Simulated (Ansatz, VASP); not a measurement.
Mn in VASP and in Ansatz

```xyz
2
Lattice="0.0000 2.4478 2.4478 2.4478 0.0000 2.4478 2.4478 2.4478 0.0000" Properties=species:S:1:pos:R:3 pbc="T T T"
Mn    0.0000    2.4478    2.4478
Mn    2.4478    2.4478    2.4478
```

Alike in both runs: task single point; functional r2SCAN; k mesh 12 × 12 × 12; occupations fermi-dirac, width 0.05 eV; collinear spin.

|  | VASP | Ansatz |
| --- | --- | --- |
| version | VASP 6.6.1 | Ansatz 0.2.0 |
| potentials or method | VASP PAW PBE potentials, release 64 (Mn_pv), cutoff 520 eV | plane waves (500 eV) with PAW, scalar-relativistic |
| valence electrons in the cell | 26 | 30 |

|  | VASP | Ansatz | Ansatz less VASP |
| --- | --- | --- | --- |
| pressure (GPa) | 4.1 | 3.7 | -0.36 |
| net moment per atom (μB) | 0.00 | 0.00 | 0.000 |
| size of the moment on the site where the two differ most (μB) | 3.33 | 3.20 | -0.129 |

VASP's potentials were made for PBE, not for r2SCAN. Site moments also hang on the region over which each program counts them. VASP's potentials hold 26 valence electrons a cell and Ansatz's 30, so a difference there can come from the potentials and not from the codes. Ansatz's warnings: stability check not made.
